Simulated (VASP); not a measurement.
Input of a VASP 6.6.1 run:

Contents of INCAR:

```
PREC = Accurate
ENCUT = 520
EDIFF = 1E-6
ISMEAR = 0
SIGMA = 0.02
LREAL = False
LASPH = True
NELM = 80
ALGO = Normal
ISIF = 2
LWAVE = False
LCHARG = True
GGA = PE
LELF = True
LVHAR = True
NBANDS = 15
```

KPOINTS

```
Automatic mesh
0
Gamma
  8 8 8
```

POSCAR

```
SrO
1.0
    0.0000000000      2.6615932560      2.6615932560
    2.6615932560      0.0000000000      2.6615932560
    2.6615932560      2.6615932560      0.0000000000
Sr O
1 1
Direct
    0.0000000000      0.0000000000      0.0000000000
    0.5000000000      0.5000000000      0.5000000000
```

Potentials or basis: VASP PAW PBE potentials, release 64 (Sr_sv, O).

Run with:

```console
$ cat potpaw_PBE.64/Sr_sv/POTCAR potpaw_PBE.64/O/POTCAR > POTCAR
$ mpirun -np 1 vasp_std > vasp.out
```

Task: What does it give for the band gap on the k mesh?

Result: 3.28 eV.

Task: Estimate the pressure.

Result: -4.9 GPa.

Caveat: the cell differs from its parent crystal (strained); the cell stands under tension. A k mesh can miss the band edges.
